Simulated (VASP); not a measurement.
# SiC12 in VASP: single point with PBE+D3(BJ)

Aim: the single point of SiC12 with PBE+D3(BJ).

Everything below comes from runs of VASP 6.6.1. Logs are shortened: lines on timing, memory, paths and dates and some standing lists are left out, and cuts for length are marked.

### 1 The cell of the first run

The cell holds a slab with vacuum, 13 atoms: a = 4.931 Å, b = 3.612 Å, c = 22.336 Å, α = 90.00°, β = 90.00°, γ = 109.96°.

### 2 Single point, PBE+D3(BJ), collinear spin

INCAR

```
ALGO = Normal
DIPOL = 0.5 0.5 0.308
EDIFF = 1E-6
ENCUT = 520
GGA = PE
IDIPOL = 3
ISIF = 2
ISMEAR = 0
ISPIN = 2
IVDW = 12
KPAR = 4
LASPH = True
LCHARG = True
LDIPOL = True
LORBIT = 11
LREAL = False
LVACPOTAV = True
LVHAR = True
LWAVE = False
MAGMOM = 0 0 0 0 0 0 0 0 0 0 0 0 2
NBANDS = 42
NELM = 150
PREC = Accurate
SIGMA = 0.05
```

KPOINTS

```
k-points
0
Gamma
  6 8 1
```

POSCAR

```
SiC12
1.0
    4.9311586499      0.0000000000      0.0000000000
   -1.2327896625      3.3947778379      0.0000000000
    0.0000000000      0.0000000000     22.3359273566
C Si
12 1
Direct
    0.2500000000      0.0000000000      0.1790836770
    0.7500000000      0.0000000000      0.1790836770
    0.0000000000      0.0000000000      0.2109204464
    0.5000000000      0.0000000000      0.2109204464
    0.0000000000      0.0000000000      0.2746309355
    0.5000000000      0.0000000000      0.2746309355
    0.2500000000      0.0000000000      0.3057016522
    0.7500000000      0.0000000000      0.3057016522
    0.2500000000      0.0000000000      0.3723849422
    0.7500000000      0.0000000000      0.3723849422
    0.0000000000      0.0000000000      0.4000696821
    0.5000000000      0.0000000000      0.4000696821
    0.0000000000      0.3750000000      0.5119969802
```

Potentials or basis: VASP PAW PBE potentials, release 64 (C, Si).

Launch:

```
$ cat potpaw_PBE.64/C/POTCAR potpaw_PBE.64/Si/POTCAR > POTCAR
$ mpirun -np 4 vasp_std > vasp.out
```

OUTCAR:

```text
EDIFF = 1E-6
   ENCUT = 520
   GGA = PE
   ISIF = 2
   ISMEAR = 0
   ISPIN = 2
   IVDW = 12
   LASPH = True
   LORBIT = 11
   LREAL = False
   NELM = 150
   PREC = Accurate
 IVDW          = 12

 ion  position               nearest neighbor table
   1  0.250  0.000  0.179-   3 1.42   4 1.42
   2  0.750  0.000  0.179-   3 1.42   4 1.42
   3  0.000  0.000  0.211-   5 1.42   2 1.42   1 1.42
   4  0.500  0.000  0.211-   6 1.42   2 1.42   1 1.42
   5  0.000  0.000  0.275-   7 1.41   8 1.41   3 1.42
   6  0.500  0.000  0.275-   7 1.41   8 1.41   4 1.42
   7  0.250  0.000  0.306-   5 1.41   6 1.41   9 1.49
   8  0.750  0.000  0.306-   5 1.41   6 1.41  10 1.49
   9  0.250  0.000  0.372-  11 1.38  12 1.38   7 1.49
  10  0.750  0.000  0.372-  11 1.38  12 1.38   8 1.49
  11  0.000  0.000  0.400-   9 1.38  10 1.38
  12  0.500  0.000  0.400-   9 1.38  10 1.38
  13  0.000  0.375  0.512-

  Warning from LATTYP: Monoclinic adjustment (A1->A3, A2->A1, A3->A2)!
  LATTYP: Found a simple monoclinic cell.
 ALAT       =     3.6116875447
 B/A-ratio  =     6.1843465361
 C/A-ratio  =     1.3653336810
 COS(beta)  =    -0.3413334202

  Lattice vectors:

 A1 = (  -1.2327896625,   3.3947778379,   0.0000000000)
 A2 = (   0.0000000000,   0.0000000000,  22.3359273566)
 A3 = (   4.9311586499,   0.0000000000,   0.0000000000)

Analysis of symmetry for initial positions (statically):
=====================================================================
 Subroutine PRICEL returns:
 Original cell was already a primitive cell.

 Routine SETGRP: Setting up the symmetry group for a
 simple monoclinic supercell.

 Subroutine GETGRP returns: Found  1 space group operations
 (whereof  1 operations were pure point group operations)
 out of a pool of  4 trial point group operations.

The static configuration has the point symmetry C_1 .

Analysis of symmetry for dynamics (positions and initial velocities):
=====================================================================
 Subroutine PRICEL returns:
 Original cell was already a primitive cell.

 Routine SETGRP: Setting up the symmetry group for a
 simple monoclinic supercell.

 Subroutine GETGRP returns: Found  1 space group operations
 (whereof  1 operations were pure point group operations)
 out of a pool of  4 trial point group operations.

The dynamic configuration has the point symmetry C_1 .

Analysis of structural, dynamic, and magnetic symmetry:
=====================================================================
 Subroutine PRICEL returns:
 Original cell was already a primitive cell.

 Routine SETGRP: Setting up the symmetry group for a
 simple monoclinic supercell.

 Subroutine GETGRP returns: Found  1 space group operations
 (whereof  1 operations were pure point group operations)
 out of a pool of  4 trial point group operations.

The overall configuration has the point symmetry C_1 .

 Subroutine INISYM returns: Found  1 space group operations
 (whereof  1 operations are pure point group operations),
 and found     1 'primitive' translations

----------------------------------------------------------------------------------------

                                     Primitive cell

  volume of cell :     373.9076

  direct lattice vectors                    reciprocal lattice vectors
     4.931158650  0.000000000  0.000000000     0.202792096  0.073642522  0.000000000
    -1.232789663  3.394777838  0.000000000     0.000000000  0.294570086  0.000000000
     0.000000000  0.000000000 22.335927357     0.000000000  0.000000000  0.044770919

  length of vectors
     4.931158650  3.611687545 22.335927357     0.215749520  0.294570086  0.044770919

  position of ions in fractional coordinates (direct lattice)
     0.250000000  0.000000000  0.179083677
     0.750000000  0.000000000  0.179083677
     0.000000000  0.000000000  0.210920446
     0.500000000  0.000000000  0.210920446
     0.000000000  0.000000000  0.274630935
     0.500000000  0.000000000  0.274630935
     0.250000000  0.000000000  0.305701652
     0.750000000  0.000000000  0.305701652
     0.250000000  0.000000000  0.372384942
     0.750000000  0.000000000  0.372384942
     0.000000000  0.000000000  0.400069682
     0.500000000  0.000000000  0.400069682
     0.000000000  0.375000000  0.511996980

  ion indices of the primitive-cell ions
   primitive index   ion index
                 1           1
                 2           2
                 3           3
                 4           4
                 5           5
                 6           6
                 7           7
[... 57 lines left out ...]
  0.000000  0.500000  0.000000      1.000000
  0.166667  0.500000  0.000000      2.000000
 [... further k-points ...]
   k-points           NKPTS =     26   k-points in BZ     NKDIM =     26   number of bands    NBANDS=     42
   number of dos      NEDOS =    301   number of ions     NIONS =     13
   total plane-waves  NPLWV = 188160
   dimension x,y,z NGX =    40 NGY =   28 NGZ =  168
   dimension x,y,z NGXF=    80 NGYF=   56 NGZF=  336
   ions per type =              12   1
   NGX,Y,Z   is equivalent  to a cutoff of  13.49, 12.89, 12.50 a.u.
   NGXF,Y,Z  is equivalent  to a cutoff of  26.97, 25.78, 25.01 a.u.
 SYSTEM =  unknown system
   PREC   = accura    normal or accurate (medium, high low for compatibility)
   ISTART =      0    job   : 0-new  1-cont  2-samecut
   ICHARG =      2    charge: 1-file 2-atom 10-const
   ISPIN  =      2    spin polarized calculation?
   LNONCOLLINEAR =      F non collinear calculations
   LSORBIT =      F    spin-orbit coupling
   LASPH  =      T    aspherical Exc in radial PAW
   ENCUT  =  520.0 eV  38.22 Ry    6.18 a.u.   9.17  6.72 41.53*2*pi/ulx,y,z
   NELM   =    150;   NELMIN=  2; NELMDL= -5     # of ELM steps
   EDIFF  = 0.1E-05   stopping-criterion for ELM
   LREAL  =      F    real-space projection
   EDIFFG = 0.1E-04   stopping-criterion for IOM
   NSW    =      0    number of steps for IOM
   IBRION =     -1    ionic relax: 0-MD 1-quasi-New 2-CG
   NFREE  =      0    steps in history (QN), initial steepest desc. (CG)
   ISIF   =      2    stress and relaxation
   ISYM   =      2    0-nonsym 1-usesym 2-fastsym
   POTIM  = 0.5000    time-step for ionic-motion
   TEBEG  =    0.0;   TEEND  =   0.0 temperature during run
   PSTRESS=    0.0 pullay stress
   NELECT =      52.0000    total number of electrons
   NUPDOWN=      -1.0000    fix difference up-down
   EMIN   =  10.00;   EMAX   =-10.00  energy-range for DOS
   EFERMI =   0.00;   METHOD = LEGACY
   ISMEAR =     0;   SIGMA  =   0.05  broadening in eV -4-tet -1-fermi 0-gaus
   EFERMI_NEDOS =   21; number of points for ismear=-14 and -15
   IALGO  =     38    algorithm
   IMIX   =      4    mixing-type and parameters
     AMIX     =   0.40;   BMIX     =  1.00
     AMIX_MAG =   1.60;   BMIX_MAG =  1.00
  volume/ion in A,a.u.               =      28.76       194.10
  Fermi-wavevector in a.u.,A,eV,Ry     =   0.848180  1.602827  9.788149  0.719409
  Thomas-Fermi vector in A             =   1.963803
   LORBIT       =     11    0 simple, 1 ext, 2 COOP (PROOUT), +10 PAW based schemes
   GGA     = PE    functional components
   LHFCALC =     F    Hartree Fock is set to
   AEXX    =    0.0000 exact exchange contribution
   IVDW    =    12    specifies the selected vdW correction
   LEPSILON=     F    determine dielectric tensor
   LRPA    =     F    only Hartree local field effects (RPA)
 spin polarized calculation
 Gauss-broadening in eV      SIGMA  =   0.05
  energy-cutoff  :      520.00
  volume of cell :      373.91
 maximum number of plane-waves:     10090
 NGX is ok and might be reduce to    40
   NGX = 19   NGY = 13   NGZ = 83

 dipolmoment           0.000000      0.000000      0.093694 electrons x Angstroem

 number of electron      52.0000001 magnetization       0.1267925

 dipolmoment           0.000000      0.000000     -0.250817 electrons x Angstroem

 Free energy of the ion-electron system (eV)
  ---------------------------------------------------
  ext. energy  EPLUGINS =         0.00000000
  ---------------------------------------------------
  free energy    TOTEN  =      -101.44428670 eV

  energy without entropy =     -101.43275154  energy(sigma->0) =     -101.43851912

 E-fermi :  -2.1060     XC(G=0):  -4.5021

 val. band max:       -2.1094283407   @ k =   0.0000   0.0000   0.0000
 cond. band min:      -2.0825510822   @ k =  -0.3333   0.2500   0.0000
 fundamental gap:      0.0268772585
 Fermi energy:        -2.1059968925

 spin component 1

 k-point     1 :       0.0000    0.0000    0.0000
  band No.  band energies     occupation
      1     -20.8890      1.00000
      2     -19.2357      1.00000
      3     -16.8738      1.00000
      4     -16.6098      1.00000
      5     -16.5274      1.00000
      6     -14.9652      1.00000
[... 973 lines left out ...]
     37       4.5581      0.00000
     38       5.1295      0.00000

 [... further k-points ...]

 spin component 2

 k-point     1 :       0.0000    0.0000    0.0000
  band No.  band energies     occupation
      1     -20.8980      1.00000
      2     -19.2522      1.00000
      3     -16.8871      1.00000
      4     -16.6150      1.00000
      5     -16.5371      1.00000
      6     -15.0044      1.00000
[... 973 lines left out ...]
     37       4.5950      0.00000
     38       5.2131      0.00000

 [... further k-points ...]

 [bands above 38 left out]

------------------------ aborting loop because EDIFF is reached ----------------------------------------

 Edisp (eV)   -1.72576

 E8    (eV) :    -0.5333

  FORCE on cell =-STRESS in cart. coord.  units (eV):
  Direction    XX          YY          ZZ          XY          YZ          ZX
  --------------------------------------------------------------------------------------
  -------------------------------------------------------------------------------------
  Total      -0.70660    -4.54262    -4.23832     0.48022    -1.53170     0.25833
  in kB      -3.02774   -19.46494   -18.16103     2.05771    -6.56327     1.10693
  external pressure =      -13.55 kB  Pullay stress =        0.00 kB

 VOLUME and BASIS-vectors are now :
 -----------------------------------------------------------------------------
  energy-cutoff  :      520.00
  volume of cell :      373.91
      direct lattice vectors                 reciprocal lattice vectors
     4.931158650  0.000000000  0.000000000     0.202792096  0.073642522  0.000000000
    -1.232789663  3.394777838  0.000000000     0.000000000  0.294570086  0.000000000
     0.000000000  0.000000000 22.335927357     0.000000000  0.000000000  0.044770919

 POSITION                                       TOTAL-FORCE (eV/Angst)
 -----------------------------------------------------------------------------------
      1.23279      0.00000      4.00000         0.068069     -0.012569      2.106161
      3.69837      0.00000      4.00000        -0.065672      0.047230      2.092147
      0.00000      0.00000      4.71110        -0.015252     -0.023848     -3.659441
      2.46558      0.00000      4.71110         0.015553     -0.007745     -3.471236
      0.00000      0.00000      6.13414        -0.029702      0.000865      1.328819
      2.46558      0.00000      6.13414         0.034996      0.000697      1.291955
      1.23279      0.00000      6.82813         0.062057     -0.033625      0.470025
      3.69837      0.00000      6.82813        -0.078678     -0.123928      0.462592
      1.23279      0.00000      8.31756         0.305504      0.027236     -1.097389
      3.69837      0.00000      8.31756        -0.283065     -0.146517     -1.518292
      0.00000      0.00000      8.93593        -0.334292      0.917893      2.786504
      2.46558      0.00000      8.93593         0.214328      0.112627      1.558154
     -0.46230      1.27304     11.43593         0.106154     -0.758318     -2.350000
 -----------------------------------------------------------------------------------
    total drift:                                0.000055     -0.000055     -0.000061

  FREE ENERGIE OF THE ION-ELECTRON SYSTEM (eV)
  ---------------------------------------------------
  free  energy   TOTEN  =      -103.1700491007 eV

  energy  without entropy=     -103.1585139389  energy(sigma->0) =     -103.16428152

 vacuum level on the upper side and lower side of the slab         1.949         4.660

 total charge

# of ion       s       p       d       tot
------------------------------------------
    1        0.919   1.512   0.000   2.431
    2        0.919   1.513   0.000   2.432
    3        0.866   1.772   0.000   2.638
    4        0.865   1.774   0.000   2.639
    5        0.873   1.772   0.000   2.646
    6        0.871   1.778   0.000   2.648
    7        0.866   1.747   0.000   2.613
    8        0.866   1.749   0.000   2.616
    9        0.870   1.784   0.000   2.654
   10        0.872   1.784   0.000   2.656
   11        0.892   1.613   0.000   2.506
   12        0.898   1.613   0.000   2.511
   13        0.956   0.465   0.000   1.421
--------------------------------------------------
tot         11.535  20.876   0.000  32.411

 magnetization (x)

# of ion       s       p       d       tot
------------------------------------------
    1       -0.001  -0.001   0.000  -0.002
    2       -0.001  -0.002   0.000  -0.003
    3        0.000  -0.001   0.000  -0.001
    4       -0.000  -0.001   0.000  -0.001
    5        0.000   0.001   0.000   0.001
    6        0.000   0.002   0.000   0.002
    7       -0.001  -0.006   0.000  -0.007
    8       -0.001  -0.005   0.000  -0.006
    9       -0.000   0.002   0.000   0.001
   10        0.000   0.002   0.000   0.002
   11        0.001   0.008   0.000   0.009
   12       -0.013  -0.079   0.000  -0.092
   13        0.001   0.082   0.000   0.083
--------------------------------------------------
tot         -0.014   0.000   0.000  -0.014
```

Run time: 13 min. Hardware: 4 MPI ranks of Intel Xeon Platinum 8375C at 2.90GHz (Ice Lake), shared host; peak memory 0.98 GiB.

Results:

```
Free energy                                           : -103.1700 eV
Largest force                                         : 3.660 eV/Å
Net moment                                            : 0.13 μB per cell
Site moments                                          : C -0.00, +0.00, -0.01, +0.01, -0.09 (each value once); Si +0.08 μB
Valence electrons inside the program's atomic spheres : C 2.43, 2.64, 2.65, 2.61, 2.62, 2.66, 2.51 (each value once); Si 1.42
Dispersion energy per atom                            : -0.133 eV
```

Forces on the atoms (eV/Å):
```
C    0.068 -0.013  2.106
C   -0.066  0.047  2.092
C   -0.015 -0.024 -3.659
C    0.016 -0.008 -3.471
C   -0.030  0.001  1.329
C    0.035  0.001  1.292
C    0.062 -0.034  0.470
C   -0.079 -0.124  0.463
C    0.306  0.027 -1.097
C   -0.283 -0.147 -1.518
C   -0.334  0.918  2.787
C    0.214  0.113  1.558
Si   0.106 -0.758 -2.350
```

Levels at points of the mesh, in eV from the Fermi level:
Spin up:
| k point | band 22 | band 23 | band 24 | band 25 | band 26 | band 27 | band 28 | band 29 | band 30 | band 31 |
| --- | --- | --- | --- | --- | --- | --- | --- | --- | --- | --- |
| (0.00, 0.00, 0.00) | -2.07 | -1.57 | -0.63 | -0.32 | 0.00 | 0.09 | 0.64 | 0.90 | 1.61 | 2.33 |
| (0.50, 0.00, 0.00) | -1.45 | -1.39 | -1.16 | -1.09 | -0.14 | -0.12 | 0.45 | 1.51 | 2.63 | 3.02 |
| (0.00, 0.50, 0.00) | -2.07 | -1.97 | -0.78 | -0.32 | -0.17 | 0.22 | 0.61 | 0.90 | 1.05 | 1.50 |
| (0.50, 0.50, 0.00) | -2.25 | -2.18 | -1.92 | -0.31 | 0.04 | 0.08 | 0.19 | 0.63 | 1.42 | 2.92 |
Spin down:
```
           k point  band 22  band 23  band 24  band 25  band 26  band 27  band 28  band 29  band 30  band 31
(0.00, 0.00, 0.00)    -2.06    -1.49    -0.91    -0.34    -0.02     0.16     0.88     0.90     1.71     2.33
(0.50, 0.00, 0.00)    -1.38    -1.32    -1.16    -1.09    -0.15    -0.14     0.34     1.70     2.74     2.99
(0.00, 0.50, 0.00)    -2.06    -1.86    -0.95    -0.34    -0.10     0.20     0.68     0.89     1.28     1.56
(0.50, 0.50, 0.00)    -2.25    -2.20    -1.80    -0.47     0.04     0.07     0.20     0.96     1.52     2.89
```
